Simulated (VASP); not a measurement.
# PbSe (Fm-3m) in VASP: elastic constants with PBE

Aim: the elastic constants of PbSe with PBE.

Program: VASP 6.6.1. These are calculated values, not measurements. Logs are shortened: lines on timing, memory, paths and dates and some standing lists are left out, and cuts for length are marked.

**1. The cell of the first run**

Symmetry: Fm-3m, No. 225, cubic system. Conventional cell: a = 6.121 Å, b = 6.121 Å, c = 6.121 Å, α = 90.00°, β = 90.00°, γ = 90.00°. Pb (site symmetry m-3m) has 6 Se at 3.06 Å within 4.0 Å. Se (site symmetry m-3m) has 6 Pb at 3.06 Å within 4.0 Å.

**2. Elastic constants, PBE**

File INCAR:

```
PREC = Accurate
ENCUT = 500
EDIFF = 1E-8
ISMEAR = -1
SIGMA = 0.05
LREAL = False
LASPH = True
NELM = 120
ALGO = Normal
ISIF = 3
LWAVE = False
LCHARG = False
GGA = PE
IBRION = 6
NFREE = 2
POTIM = 0.015
NSW = 1
GGA_COMPAT = False
```

File KPOINTS:

```
regular mesh
0
Gamma
  6 6 6
```

File POSCAR:

```
PbSe
1.0
    0.0000000000      3.0606500000      3.0606500000
    3.0606500000      0.0000000000      3.0606500000
    3.0606500000      3.0606500000      0.0000000000
Pb Se
1 1
Direct
    0.0000000000      0.0000000000      0.0000000000
    0.5000000000      0.5000000000      0.5000000000
```

Potentials or basis: VASP PAW PBE potentials, release 64 (Pb_d, Se).

On the command line:

```sh
cat potpaw_PBE.64/Pb_d/POTCAR potpaw_PBE.64/Se/POTCAR > POTCAR
mpirun -np 1 vasp_std > vasp.out
```

OUTCAR:

```text
PREC = Accurate
   ENCUT = 500
   EDIFF = 1E-8
   ISMEAR = -1
   LREAL = False
   LASPH = True
   NELM = 120
   ISIF = 3
   GGA = PE
   IBRION = 6
   NFREE = 2
   POTIM = 0.015
   NSW = 1

 ion  position               nearest neighbor table
   1  0.000  0.000  0.000-   2 3.06   2 3.06   2 3.06   2 3.06   2 3.06   2 3.06
   2  0.500  0.500  0.500-   1 3.06   1 3.06   1 3.06   1 3.06   1 3.06   1 3.06

  LATTYP: Found a face centered cubic cell.
 ALAT       =     6.1213000000

  Lattice vectors:

 A1 = (   0.0000000000,   3.0606500000,   3.0606500000)
 A2 = (   3.0606500000,   0.0000000000,   3.0606500000)
 A3 = (   3.0606500000,   3.0606500000,   0.0000000000)

Analysis of symmetry for initial positions (statically):
=====================================================================
 Subroutine PRICEL returns:
 Original cell was already a primitive cell.

 Routine SETGRP: Setting up the symmetry group for a
 face centered cubic supercell.

 Subroutine GETGRP returns: Found 48 space group operations
 (whereof 48 operations were pure point group operations)
 out of a pool of 48 trial point group operations.

The static configuration has the point symmetry O_h .

Analysis of symmetry for dynamics (positions and initial velocities):
=====================================================================
 Subroutine PRICEL returns:
 Original cell was already a primitive cell.

 Routine SETGRP: Setting up the symmetry group for a
 face centered cubic supercell.

 Subroutine GETGRP returns: Found 48 space group operations
 (whereof 48 operations were pure point group operations)
 out of a pool of 48 trial point group operations.

The dynamic configuration has the point symmetry O_h .

 Subroutine INISYM returns: Found 48 space group operations
 (whereof 48 operations are pure point group operations),
 and found     1 'primitive' translations

----------------------------------------------------------------------------------------

                                     Primitive cell

  volume of cell :      57.3418

  direct lattice vectors                    reciprocal lattice vectors
     0.000000000  3.060650000  3.060650000    -0.163363991  0.163363991  0.163363991
     3.060650000  0.000000000  3.060650000     0.163363991 -0.163363991  0.163363991
     3.060650000  3.060650000  0.000000000     0.163363991  0.163363991 -0.163363991

  length of vectors
     4.328412740  4.328412740  4.328412740     0.282954733  0.282954733  0.282954733

  position of ions in fractional coordinates (direct lattice)
     0.000000000  0.000000000  0.000000000
     0.500000000  0.500000000  0.500000000

  ion indices of the primitive-cell ions
   primitive index   ion index
                 1           1
                 2           2

----------------------------------------------------------------------------------------

 KPOINTS: regular mesh

Automatic generation of k-mesh.
 Grid dimensions read from file:
 generate k-points for:    6    6    6

 Generating k-lattice:

  Cartesian coordinates                     Fractional coordinates (reciprocal lattice)
    -0.027227332  0.027227332  0.027227332     0.166666667  0.000000000  0.000000000
     0.027227332 -0.027227332  0.027227332     0.000000000  0.166666667  0.000000000
     0.027227332  0.027227332 -0.027227332     0.000000000  0.000000000  0.166666667

  Length of vectors
[... 101 lines left out ...]
  -------------------------------------------------------------------------------------
  Total        0.8436533      0.8436533      0.8436533      0.0000000     -0.0000000     -0.0000000
  in kB       23.5723888     23.5723888     23.5723888      0.0000000     -0.0000000     -0.0000000
  external PRESSURE =      23.5723888 kB  Pullay stress =       0.0000000 kB
[... 89 lines left out ...]
  FREE ENERGIE OF THE ION-ELECTRON SYSTEM (eV)
  ---------------------------------------------------
  free  energy   TOTEN  =        -8.1627187588 eV

  energy  without entropy=       -8.1616188925  energy(sigma->0) =       -8.16216883

[... ionic steps 4 to 14 ...]

--------------------------------------- Ionic step       15  -------------------------------------------

 number of electron      20.0000000 magnetization

------------------------ aborting loop because EDIFF is reached ----------------------------------------
[... 67 lines left out ...]
--------------------------------------- Ionic step       17  -------------------------------------------

 number of electron      20.0000000 magnetization

 Free energy of the ion-electron system (eV)
  ---------------------------------------------------
  ext. energy  EPLUGINS =         0.00000000
  ---------------------------------------------------
  free energy    TOTEN  =        -8.18144612 eV

  energy without entropy =       -8.18071967  energy(sigma->0) =       -8.18108290

 E-fermi :   5.2134     XC(G=0):  -9.5316

 val. band max:        5.0652840140   @ k =   0.5000   0.0000   0.0000
 cond. band min:       5.3614445793   @ k =   0.5000   0.0000   0.0000
 fundamental gap:      0.2961605653
 Fermi energy:         5.2133654227

 k-point     1 :       0.0000    0.0000    0.0000
  band No.  band energies     occupation
      1     -11.7678      2.00000
      2     -11.7677      2.00000
      3     -11.7677      2.00000
      4     -11.7640      2.00000
      5     -11.7639      2.00000
      6      -8.5292      2.00000
      7      -1.2365      2.00000
      8       3.1865      2.00000
      9       3.1870      2.00000
     10       3.1870      2.00000
     11       9.7785      0.00000
     12       9.7785      0.00000
     13       9.7805      0.00000
     14      11.5837      0.00000
[... 377 lines left out ...]
      1     -11.8391      2.00000
      2     -11.7677      2.00000
      3     -11.7604      2.00000
      4     -11.7430      2.00000
      5     -11.7335      2.00000
      6      -7.1699      2.00000
      7      -3.1945      2.00000
      8       0.7880      2.00000
      9       2.6954      2.00000
     10       3.1747      2.00000
     11       7.7627      0.00000
     12       8.3316      0.00000
     13      10.1495      0.00000
     14      11.9040      0.00000

 [... further k-points ...]

------------------------ aborting loop because EDIFF is reached ----------------------------------------

  FORCE on cell =-STRESS in cart. coord.  units (eV):
  Direction    XX          YY          ZZ          XY          YZ          ZX
  --------------------------------------------------------------------------------------
  -------------------------------------------------------------------------------------
  Total        0.8469573      0.8431800      0.8431800      0.0000000      0.0000000      0.0000000
  in kB       23.6647051     23.5591652     23.5591652      0.0000000      0.0000000      0.0000000
  external PRESSURE =      23.5943451 kB  Pullay stress =       0.0000000 kB
[... 17 lines left out ...]
  FREE ENERGIE OF THE ION-ELECTRON SYSTEM (eV)
  ---------------------------------------------------
  free  energy   TOTEN  =        -8.1814461242 eV

  energy  without entropy=       -8.1807196687  energy(sigma->0) =       -8.18108290

 INTERNAL STRAIN TENSORS FROM STRAINED CELLS
 ============================================

 INTERNAL STRAIN TENSOR FOR ION    1 for displacements in x,y,z  (eV/Angst):
          X           Y           Z          XY          YZ          ZX
  --------------------------------------------------------------------------------
  x    -0.00000     0.00000     0.00000    -0.00000     0.00000    -0.00000
  y     0.00000    -0.00000    -0.00000    -0.00000     0.00000     0.00000
  z    -0.00000    -0.00000     0.00000     0.00000    -0.00000     0.00000

 INTERNAL STRAIN TENSORS FROM DISPLACED ATOMS
 ============================================

 INTERNAL STRAIN TENSOR FOR ION    1 for displacements in x,y,z  (eV/Angst):
          X           Y           Z          XY          YZ          ZX
  --------------------------------------------------------------------------------
  x     0.00000     0.00000     0.00000     0.00000     0.00000     0.00000
  y     0.00000     0.00000     0.00000     0.00000     0.00000     0.00000
  z     0.00000     0.00000     0.00000     0.00000     0.00000     0.00000

 INTERNAL STRAIN TENSOR FOR ION    2 for displacements in x,y,z  (eV/Angst):
          X           Y           Z          XY          YZ          ZX
  --------------------------------------------------------------------------------
  x     0.00000     0.00000     0.00000     0.00000     0.00000     0.00000
  y     0.00000     0.00000     0.00000     0.00000     0.00000     0.00000
  z     0.00000     0.00000     0.00000     0.00000     0.00000     0.00000

 Eigenvectors and eigenvalues of the dynamical matrix
 ----------------------------------------------------

   1 f  =    1.228163 THz     7.716774 2PiTHz   40.967096 cm-1     5.079270 meV
             X         Y         Z           dx          dy          dz
      0.000000  0.000000  0.000000     0.006064    0.523405    0.008766
      3.060650  3.060650  3.060650    -0.009868   -0.851841   -0.014266
[... 21 lines left out ...]
   6 f/i=    0.002562 THz     0.016097 2PiTHz    0.085458 cm-1     0.010595 meV
             X         Y         Z           dx          dy          dz
      0.000000  0.000000  0.000000     0.805848   -0.271357    0.053927
      3.060650  3.060650  3.060650     0.495145   -0.166733    0.033135

--------------------------------------------------------------------------------------------------------

 ELASTIC MODULI CONTR FROM IONIC RELAXATION (kBar)
 Direction    XX          YY          ZZ          XY          YZ          ZX
 --------------------------------------------------------------------------------
 XX           0.0000      0.0000      0.0000      0.0000      0.0000      0.0000
 YY           0.0000      0.0000      0.0000      0.0000      0.0000      0.0000
 ZZ           0.0000      0.0000      0.0000      0.0000      0.0000      0.0000
 XY           0.0000      0.0000      0.0000      0.0000      0.0000      0.0000
 YZ           0.0000      0.0000      0.0000      0.0000      0.0000      0.0000
 ZX           0.0000      0.0000      0.0000      0.0000      0.0000      0.0000
 --------------------------------------------------------------------------------

 TOTAL ELASTIC MODULI (kBar)
 Direction    XX          YY          ZZ          XY          YZ          ZX
 --------------------------------------------------------------------------------
 XX        1408.3262    108.1884    108.1884      0.0000      0.0000     -0.0000
 YY         108.1884   1408.3262    108.1884     -0.0000      0.0000     -0.0000
 ZZ         108.1884    108.1884   1408.3262      0.0000     -0.0000      0.0000
 XY           0.0000     -0.0000      0.0000    159.3282      0.0000      0.0000
 YZ           0.0000      0.0000     -0.0000      0.0000    159.3282      0.0000
 ZX          -0.0000     -0.0000      0.0000      0.0000      0.0000    159.3282
 --------------------------------------------------------------------------------
```

Wall time 4.6 min (1 thread of Intel Xeon 8259CL, shared host); peak memory 0.25 GiB.

Results:

* Elastic constants C11, C12, C44: 141, 11, 16 GPa
* Voigt bulk modulus: 54 GPa
* Highest phonon frequency at Γ, LO-TO splitting left out: 41 cm⁻¹

Phonon frequencies in cm⁻¹ (negative: imaginary):
| q point | frequencies |
| --- | --- |
| (0.000, 0.000, 0.000) | 0 0 0 41 41 41 |

Elastic tensor in Voigt notation (GPa, in the Cartesian axes of the cell as first typed):
```
141  11  11   0   0   0
 11 141  11   0   0   0
 11  11 141   0   0   0
  0   0   0  16   0   0
  0   0   0   0  16   0
  0   0   0   0   0  16
```

Clamped-ion elastic tensor (GPa):
```
141  11  11   0   0   0
 11 141  11   0   0   0
 11  11 141   0   0   0
  0   0   0  16   0   0
  0   0   0   0  16   0
  0   0   0   0   0  16
```

Caveat: the cell is under stress, which shifts elastic constants; spin-orbit coupling is left out, which moves the levels of the heavy elements.
